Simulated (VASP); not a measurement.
A run of VASP 6.6.1 is set up as follows.

Contents of INCAR:

```
PREC = Accurate
ENCUT = 520
EDIFF = 1E-7
ISMEAR = -1
SIGMA = 0.01
LREAL = Auto
LASPH = True
NELM = 120
ALGO = Normal
ISIF = 2
LWAVE = False
LCHARG = False
GGA = PE
IBRION = 2
NSW = 100
EDIFFG = -0.03
NELECT = 120.0
GGA_COMPAT = False
NELMIN = 4
ISYM = -1
```

The input KPOINTS:

```
explicit points
1
Reciprocal
  0.25000000   0.25000000   0.25000000 1
```

Contents of POSCAR:

```
MgB15N15
1.0
   -3.6241103800      3.6241103800     -3.6241103800
    3.6241103800      3.6241103800      3.6241103800
    3.6241103800     -3.6241103800     -3.6241103800
B Mg N
15 1 15
Direct
    0.0000000000      0.0000000000      0.0000000000
    0.0000000000      0.2500000000      0.7500000000
    0.0000000000      0.5000000000      0.5000000000
    0.0000000000      0.7500000000      0.2500000000
    0.2500000000      0.0000000000      0.7500000000
    0.2500000000      0.5000000000      0.2500000000
    0.2500000000      0.7500000000      0.0000000000
    0.5000000000      0.0000000000      0.5000000000
    0.5000000000      0.2500000000      0.2500000000
    0.5000000000      0.5000000000      0.0000000000
    0.5000000000      0.7500000000      0.7500000000
    0.7500000000      0.0000000000      0.2500000000
    0.7500000000      0.2500000000      0.0000000000
    0.7500000000      0.5000000000      0.7500000000
    0.7500000000      0.7500000000      0.5000000000
    0.2500000000      0.2500000000      0.5000000000
    0.0000000000      0.2500000000      0.0000000000
    0.0000000000      0.5000000000      0.7500000000
    0.0000000000      0.7500000000      0.5000000000
    0.2500000000      0.0000000000      0.0000000000
    0.2500000000      0.2500000000      0.7500000000
    0.2500000000      0.5000000000      0.5000000000
    0.2500000000      0.7500000000      0.2500000000
    0.5000000000      0.0000000000      0.7500000000
    0.5000000000      0.2500000000      0.5000000000
    0.5000000000      0.5000000000      0.2500000000
    0.5000000000      0.7500000000      0.0000000000
    0.7500000000      0.0000000000      0.5000000000
    0.7500000000      0.2500000000      0.2500000000
    0.7500000000      0.5000000000      0.0000000000
    0.7500000000      0.7500000000      0.7500000000
```

Potentials or basis: VASP PAW PBE potentials, release 64 (B, Mg, N).

Command:

```sh
$ cat potpaw_PBE.64/B/POTCAR potpaw_PBE.64/Mg/POTCAR potpaw_PBE.64/N/POTCAR > POTCAR
$ mpirun -np 1 vasp_std > vasp.out
```

(1) Estimate the energy gained by relaxing.

Results:

(1) 274.0 meV/atom.

Caveat: the cell carries a net charge on a neutralising background, which shifts energy and pressure.
